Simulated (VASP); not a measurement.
# SiC (P6_3mc) in VASP: notebook

Runs on SiC. Level: r2SCAN. Tasks: single point.

Program: VASP 6.6.1. These are calculated values, not measurements. Logs are shortened: lines on timing, memory, paths and dates and some standing lists are left out, and cuts for length are marked.

## Step 1: The cell of the first run

Symmetry: P6_3mc, No. 186, hexagonal system. The conventional cell has a = 3.078 Å, b = 3.078 Å, c = 9.271 Å, α = 90.00°, β = 90.00°, γ = 120.00°. Si (site symmetry 3m) has 4 C at 1.74 to 1.87 Å within 2.3 Å. Within 2.3 Å of Si (site symmetry 3m) lie 4 C at 1.74 to 1.87 Å. C (site symmetry 3m) has 4 Si at 1.74 to 1.87 Å within 2.3 Å. C (site symmetry 3m) has 4 Si at 1.74 to 1.87 Å within 2.3 Å.

## Step 2: Single point, r2SCAN (strain +0.000 along x and y, -0.080 along z)

Contents of POSCAR:

```
SiC
1.0
    3.0775593349      0.0000000000      0.0000000000
   -1.5387796674      2.6652445657      0.0000000000
    0.0000000000      0.0000000000      9.2706276106
Si C
4 4
Direct
    0.6666666667      0.3333333333      0.9378376197
    0.3333333333      0.6666666667      0.4378376197
    0.0000000000      0.0000000000      0.6878931817
    0.0000000000      0.0000000000      0.1878931817
    0.6666666667      0.3333333333      0.7498040034
    0.3333333333      0.6666666667      0.2498040034
    0.0000000000      0.0000000000      0.5004641952
    0.0000000000      0.0000000000      0.0004641952
```

Contents of INCAR.step1:

```
  PREC = Accurate
  ENCUT = 520
  ISMEAR = 0
  SIGMA = 0.05
  LREAL = False
  LASPH = True
  NELM = 60
  NBANDS = 26
  GGA = PE
  ALGO = Normal
  EDIFF = 1E-4
  LWAVE = True
  LCHARG = False
```

Contents of INCAR.step2:

```
  PREC = Accurate
  ENCUT = 520
  EDIFF = 1E-7
  ISMEAR = 0
  SIGMA = 0.05
  LREAL = False
  LASPH = True
  NELM = 60
  ALGO = Normal
  ISIF = 2
  LWAVE = False
  LCHARG = False
  METAGGA = R2SCAN
  LMIXTAU = True
  NBANDS = 26
  ISTART = 1
```

Contents of KPOINTS:

```
Automatic mesh
0
Gamma
  12 12 4
```

Potentials or basis: VASP PAW PBE potentials, release 64 (Si, C).

Started as:

```bash
$ cat potpaw_PBE.64/Si/POTCAR potpaw_PBE.64/C/POTCAR > POTCAR
$ cp INCAR.step1 INCAR
$ mpirun -np 1 vasp_std > vasp.out
$ cp INCAR.step2 INCAR
$ mpirun -np 1 vasp_std > vasp.out
```

OUTCAR:

```text
PREC = Accurate
   ENCUT = 520
   EDIFF = 1E-7
   ISMEAR = 0
   LREAL = False
   LASPH = True
   NELM = 60
   ISIF = 2
   METAGGA = R2SCAN
   ISTART = 1

 ion  position               nearest neighbor table
   1  0.667  0.333  0.938-   5 1.74   8 1.87   8 1.87   8 1.87   3 2.92   3 2.92   3 2.92   4 2.92
                             4 2.92   4 2.92
   2  0.333  0.667  0.438-   6 1.74   7 1.87   7 1.87   7 1.87   4 2.92   4 2.92   4 2.92   3 2.92
                             3 2.92   3 2.92
   3  0.000  0.000  0.688-   7 1.74   5 1.87   5 1.87   5 1.87   1 2.92   1 2.92   1 2.92   2 2.92
                             2 2.92   2 2.92
   4  0.000  0.000  0.188-   8 1.74   6 1.87   6 1.87   6 1.87   2 2.92   2 2.92   2 2.92   1 2.92
                             1 2.92   1 2.92
   5  0.667  0.333  0.750-   1 1.74   3 1.87   3 1.87   3 1.87
   6  0.333  0.667  0.250-   2 1.74   4 1.87   4 1.87   4 1.87
   7  0.000  0.000  0.500-   3 1.74   2 1.87   2 1.87   2 1.87
   8  0.000  0.000  0.000-   4 1.74   1 1.87   1 1.87   1 1.87

  LATTYP: Found a hexagonal cell.
 ALAT       =     3.0775593349
 C/A-ratio  =     3.0123310721

  Lattice vectors:

 A1 = (   3.0775593349,   0.0000000000,   0.0000000000)
 A2 = (  -1.5387796674,   2.6652445657,   0.0000000000)
 A3 = (   0.0000000000,   0.0000000000,   9.2706276106)

Analysis of symmetry for initial positions (statically):
=====================================================================
 Subroutine PRICEL returns:
 Original cell was already a primitive cell.

 Routine SETGRP: Setting up the symmetry group for a
 hexagonal supercell.

 Subroutine GETGRP returns: Found 12 space group operations
 (whereof  6 operations were pure point group operations)
 out of a pool of 24 trial point group operations.

The static configuration has the point symmetry C_3v.
 The point group associated with its full space group is C_6v.

Analysis of symmetry for dynamics (positions and initial velocities):
=====================================================================
 Subroutine PRICEL returns:
 Original cell was already a primitive cell.

 Routine SETGRP: Setting up the symmetry group for a
 hexagonal supercell.

 Subroutine GETGRP returns: Found 12 space group operations
 (whereof  6 operations were pure point group operations)
 out of a pool of 24 trial point group operations.

The dynamic configuration has the point symmetry C_3v.
 The point group associated with its full space group is C_6v.

 Subroutine INISYM returns: Found 12 space group operations
 (whereof  6 operations are pure point group operations),
 and found     1 'primitive' translations

----------------------------------------------------------------------------------------

                                     Primitive cell

  volume of cell :      76.0418

  direct lattice vectors                    reciprocal lattice vectors
     3.077559335  0.000000000  0.000000000     0.324932809  0.187600045  0.000000000
    -1.538779667  2.665244566  0.000000000     0.000000000  0.375200090  0.000000000
     0.000000000  0.000000000  9.270627611     0.000000000  0.000000000  0.107867562

  length of vectors
     3.077559335  3.077559335  9.270627611     0.375200090  0.375200090  0.107867562

  position of ions in fractional coordinates (direct lattice)
     0.666666667  0.333333333  0.937837620
     0.333333333  0.666666667  0.437837620
     0.000000000  0.000000000  0.687893182
     0.000000000  0.000000000  0.187893182
     0.666666667  0.333333333  0.749804003
     0.333333333  0.666666667  0.249804003
     0.000000000  0.000000000  0.500464195
     0.000000000  0.000000000  0.000464195

  ion indices of the primitive-cell ions
   primitive index   ion index
                 1           1
                 2           2
                 3           3
                 4           4
                 5           5
                 6           6
                 7           7
                 8           8

----------------------------------------------------------------------------------------

 KPOINTS: Automatic mesh

Automatic generation of k-mesh.
 Grid dimensions read from file:
 generate k-points for:   12   12    4

 Generating k-lattice:

  Cartesian coordinates                     Fractional coordinates (reciprocal lattice)
     0.027077734  0.015633337  0.000000000     0.083333333  0.000000000  0.000000000
     0.000000000  0.031266674  0.000000000     0.000000000  0.083333333  0.000000000
     0.000000000  0.000000000  0.026966891     0.000000000  0.000000000  0.250000000

  Length of vectors
     0.031266674  0.031266674  0.026966891

  Shift w.r.t. Gamma in fractional coordinates (k-lattice)
     0.000000000  0.000000000  0.000000000

 Subroutine IBZKPT returns following result:
 ===========================================

 Found     57 irreducible k-points:

 Following reciprocal coordinates:
            Coordinates               Weight
  0.000000  0.000000  0.000000      1.000000
  0.083333  0.000000  0.000000      6.000000
  0.166667  0.000000  0.000000      6.000000
  0.250000 -0.000000  0.000000      6.000000
  0.333333  0.000000  0.000000      6.000000
  0.416667  0.000000  0.000000      6.000000
[... 16 lines left out ...]
  0.250000 -0.000000  0.250000     12.000000
  0.333333  0.000000  0.250000     12.000000
 [... further k-points ...]
   k-points           NKPTS =     57   k-points in BZ     NKDIM =     57   number of bands    NBANDS=     26
   number of dos      NEDOS =    301   number of ions     NIONS =      8
   total plane-waves  NPLWV =  40320
   dimension x,y,z NGX =    24 NGY =   24 NGZ =   70
   dimension x,y,z NGXF=    48 NGYF=   48 NGZF=  140
   ions per type =               4   4
   NGX,Y,Z   is equivalent  to a cutoff of  12.96, 12.96, 12.55 a.u.
   NGXF,Y,Z  is equivalent  to a cutoff of  25.93, 25.93, 25.11 a.u.
 SYSTEM =  unknown system
   PREC   = accura    normal or accurate (medium, high low for compatibility)
   ISTART =      1    job   : 0-new  1-cont  2-samecut
   ICHARG =      0    charge: 1-file 2-atom 10-const
   ISPIN  =      1    spin polarized calculation?
   LNONCOLLINEAR =      F non collinear calculations
   LSORBIT =      F    spin-orbit coupling
   LASPH  =      T    aspherical Exc in radial PAW
   ENCUT  =  520.0 eV  38.22 Ry    6.18 a.u.   5.72  5.72 17.24*2*pi/ulx,y,z
   NELM   =     60;   NELMIN=  2; NELMDL=  0     # of ELM steps
   EDIFF  = 0.1E-06   stopping-criterion for ELM
   LREAL  =      F    real-space projection
   EDIFFG = 0.1E-05   stopping-criterion for IOM
   NSW    =      0    number of steps for IOM
   IBRION =     -1    ionic relax: 0-MD 1-quasi-New 2-CG
   NFREE  =      0    steps in history (QN), initial steepest desc. (CG)
   ISIF   =      2    stress and relaxation
   ISYM   =      2    0-nonsym 1-usesym 2-fastsym
   POTIM  = 0.5000    time-step for ionic-motion
   TEBEG  =    0.0;   TEEND  =   0.0 temperature during run
   PSTRESS=    0.0 pullay stress
   NELECT =      32.0000    total number of electrons
   NUPDOWN=      -1.0000    fix difference up-down
   EMIN   =  10.00;   EMAX   =-10.00  energy-range for DOS
   EFERMI =   0.00;   METHOD = LEGACY
   ISMEAR =     0;   SIGMA  =   0.05  broadening in eV -4-tet -1-fermi 0-gaus
   EFERMI_NEDOS =   21; number of points for ismear=-14 and -15
   IALGO  =     38    algorithm
   IMIX   =      4    mixing-type and parameters
     AMIX     =   0.40;   BMIX     =  1.00
     AMIX_MAG =   1.60;   BMIX_MAG =  1.00
  volume/ion in A,a.u.               =       9.51        64.14
  Fermi-wavevector in a.u.,A,eV,Ry     =   1.226801  2.318317 20.477305  1.505039
  Thomas-Fermi vector in A             =   2.361788
   LORBIT       =      0    0 simple, 1 ext, 2 COOP (PROOUT), +10 PAW based schemes
   METAGGA = R2SCAN    functional components
   LHFCALC =     F    Hartree Fock is set to
   AEXX    =    0.0000 exact exchange contribution
   IVDW    =     0    specifies the selected vdW correction
   LEPSILON=     F    determine dielectric tensor
   LRPA    =     F    only Hartree local field effects (RPA)
 non-spin polarized calculation
 Gauss-broadening in eV      SIGMA  =   0.05
  energy-cutoff  :      520.00
  volume of cell :       76.04
 maximum number of plane-waves:      2068
 NGX is ok and might be reduce to    24
   NGX = 11   NGY = 11   NGZ = 35

 number of electron      32.0000000 magnetization

 Free energy of the ion-electron system (eV)
  ---------------------------------------------------
  ext. energy  EPLUGINS =         0.00000000
  ---------------------------------------------------
  free energy    TOTEN  =       -76.07509767 eV

  energy without entropy =      -76.07509767  energy(sigma->0) =      -76.07509767

 E-fermi :   9.5224     XC(G=0): -12.3088

 val. band max:        9.2705280271   @ k =   0.0000   0.0000   0.0000
 cond. band min:      11.4336377515   @ k =   0.5000  -0.0000   0.0000
 fundamental gap:      2.1631097243
 Fermi energy:         9.5223685169

 k-point     1 :       0.0000    0.0000    0.0000
  band No.  band energies     occupation
      1      -7.9447      2.00000
      2      -6.4868      2.00000
      3      -6.3956      2.00000
      4      -3.2819      2.00000
      5      -0.1096      2.00000
      6       4.9776      2.00000
[... 18 lines left out ...]
     25      17.6975      0.00000
     26      17.6975      0.00000

 k-point     2 :       0.0833    0.0000    0.0000
  band No.  band energies     occupation
      1      -7.8197      2.00000
      2      -6.3674      2.00000
      3      -6.2754      2.00000
      4      -3.1887      2.00000
      5       0.0072      2.00000
      6       4.9403      2.00000
[... 18 lines left out ...]
     25      17.5990      0.00000
     26      17.9050      0.00000

 k-point     3 :       0.1667    0.0000    0.0000
  band No.  band energies     occupation
      1      -7.4481      2.00000
      2      -6.0140      2.00000
      3      -5.9193      2.00000
      4      -2.9244      2.00000
      5       0.3491      2.00000
      6       4.4658      2.00000
[... 572 lines left out ...]
 k-point    23 :       0.2500   -0.0000    0.2500
  band No.  band energies     occupation
      1      -6.7487      2.00000
      2      -6.0185      2.00000
      3      -4.6275      2.00000
      4      -2.9501      2.00000
      5       1.2951      2.00000
      6       2.7916      2.00000
[... 18 lines left out ...]
     25      18.6213      0.00000
     26      18.7951      0.00000

 k-point    24 :       0.3333    0.0000    0.2500
  band No.  band energies     occupation
      1      -5.9384      2.00000
      2      -5.2420      2.00000
      3      -3.9481      2.00000
      4      -2.5367      2.00000
      5       1.1307      2.00000
      6       1.6146      2.00000
[... 18 lines left out ...]
     25      19.2095      0.00000
     26      19.3767      0.00000

 [... further k-points ...]
[... 5 lines left out ...]
  --------------------------------------------------------------------------------------
  -------------------------------------------------------------------------------------
  Total        1.5823375      1.5823375     31.4963167      0.0000000      0.0000000      0.0000000
  in kB       33.3393446     33.3393446    663.6173206      0.0000000      0.0000000      0.0000000
  external PRESSURE =     243.4320033 kB  Pullay stress =       0.0000000 kB

 VOLUME and BASIS-vectors are now :
 -----------------------------------------------------------------------------
  energy-cutoff  :      520.00
  volume of cell :       76.04
      direct lattice vectors                 reciprocal lattice vectors
     3.077559335  0.000000000  0.000000000     0.324932809  0.187600045  0.000000000
    -1.538779667  2.665244566  0.000000000     0.000000000  0.375200090  0.000000000
     0.000000000  0.000000000  9.270627611     0.000000000  0.000000000  0.107867562

 POSITION                                       TOTAL-FORCE (eV/Angst)
 -----------------------------------------------------------------------------------
      1.53878      0.88841      8.69434         0.000000      0.000000      1.533171
     -0.00000      1.77683      4.05903        -0.000000     -0.000000      1.533171
      0.00000      0.00000      6.37720         0.000000      0.000000      1.781894
      0.00000      0.00000      1.74189         0.000000     -0.000000      1.781894
      1.53878      0.88841      6.95115         0.000000      0.000000     -1.699472
     -0.00000      1.77683      2.31584        -0.000000      0.000000     -1.699472
      0.00000      0.00000      4.63962         0.000000     -0.000000     -1.615593
      0.00000      0.00000      0.00430        -0.000000      0.000000     -1.615593
 -----------------------------------------------------------------------------------
    total drift:                               -0.000000     -0.000000      0.000010

  FREE ENERGIE OF THE ION-ELECTRON SYSTEM (eV)
  ---------------------------------------------------
  free  energy   TOTEN  =       -76.0750976679 eV

  energy  without entropy=      -76.0750976679  energy(sigma->0) =      -76.07509767
```

Run time: 14 min. Hardware: 1 thread of AMD EPYC 7R43 (Zen 3), shared host; peak memory 0.21 GiB.

What came out:

```yaml
Free_energy: -76.0751 eV
Pressure: 24.3 GPa
Largest_force: 1.782 eV/Å
Band_gap_on_the_k_mesh: 2.16 eV (least direct gap 3.43 eV)
```

Forces on the atoms (eV/Å):
```
Si   0.000  0.000  1.533
Si   0.000  0.000  1.533
Si   0.000  0.000  1.782
Si   0.000  0.000  1.782
C    0.000  0.000 -1.699
C    0.000  0.000 -1.699
C    0.000  0.000 -1.616
C    0.000  0.000 -1.616
```

Caveat: the cell differs from its parent crystal (strain +0.000 along x and y, -0.080 along z); the stress differs along the axes, from 3 to 66 GPa; the PAW data sets were made with another functional, which shifts forces and pressure a little. A k mesh can miss the band edges.

[end of part 1 of 2]
